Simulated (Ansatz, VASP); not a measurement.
# Se: VASP beside Ansatz

Contents of INCAR:

```
PREC = Accurate ; ENCUT = 520
EDIFF = 1E-8 ; ISMEAR = -1
SIGMA = 0.01 ; LREAL = F
LASPH = T ; NELM = 80
ALGO = Normal ; ISIF = 2
LWAVE = F ; LCHARG = F
GGA = PE ; LEFG = T
NBANDS = 27
```

The input KPOINTS:

```
regular mesh
0
Gamma
  6 6 6
```

The input POSCAR:

```
Se
1.0
    5.6809998619      3.2799267995      1.4615667000
   -5.6809998619      3.2799267995      1.4615667000
    0.0000000000     -6.5598535991      1.4615667000
Se
6
Direct
    0.2806600000      0.1625100000      0.9181800000
    0.9181800000      0.2806600000      0.1625100000
    0.1625100000      0.9181800000      0.2806600000
    0.7193400000      0.8374900000      0.0818200000
    0.0818200000      0.7193400000      0.8374900000
    0.8374900000      0.0818200000      0.7193400000
```

Input for Ansatz:

```yaml
crystal:
  lattice:
    - [5.6809998619, 3.2799267995, 1.4615667]
    - [-5.6809998619, 3.2799267995, 1.4615667]
    - [0.0, -6.5598535991, 1.4615667]
  atoms:
    - { symbol: Se, position: [0.28066, 0.16251, 0.91818] }
    - { symbol: Se, position: [0.91818, 0.28066, 0.16251] }
    - { symbol: Se, position: [0.16251, 0.91818, 0.28066] }
    - { symbol: Se, position: [0.71934, 0.83749, 0.08182] }
    - { symbol: Se, position: [0.08182, 0.71934, 0.83749] }
    - { symbol: Se, position: [0.83749, 0.08182, 0.71934] }
kpoints:
  mp_grid: { grid: [6, 6, 6] }
scf:
  occupations: { method: fermi_dirac, width: 0.01 }
hamiltonian:
  xc: pbe
  pseudopotentials: { kind: all_electron, datasets: crystal }
output:
  forces: true
  stress: true
  eigenvalues: true
  efg: { contact_densities: true }
```

Change from the starting cell: zz strain of -1 %, crystal datasets.

Alike in both runs: task electric field gradients; functional PBE; k mesh 6 × 6 × 6; occupations fermi-dirac, width 0.01 eV; no spin polarisation.

|  | VASP | Ansatz |
| --- | --- | --- |
| version | VASP 6.6.1 | Ansatz 0.2.0 |
| potentials or method | VASP PAW PBE potentials, release 64 (Se), cutoff 520 eV | all-electron PAW with datasets made for the crystal, scalar-relativistic |

Ansatz gave:

```
gap on the k mesh at the Fermi level (eV)                     : 1.16
pressure (GPa)                                                : 3.1
traceless stress, the component that is largest in VASP (GPa) : -0.26
rms of the force components (eV/Å)                            : 0.308
size of Vzz on the site where it differs most (V/Å²)          : 576.8
```

Task: Estimate VASP's values.

Result: gap on the k mesh at the Fermi level (eV): 1.15; pressure (GPa): 3.2; traceless stress, the component that is largest in VASP (GPa): -0.31; rms of the force components (eV/Å): 0.333; size of Vzz on the site where it differs most (V/Å²): 553.8.

Atom by atom the forces differ by 0.025 eV/Å (rms over components). Ansatz ran all-electron here, and VASP with PAW potentials.
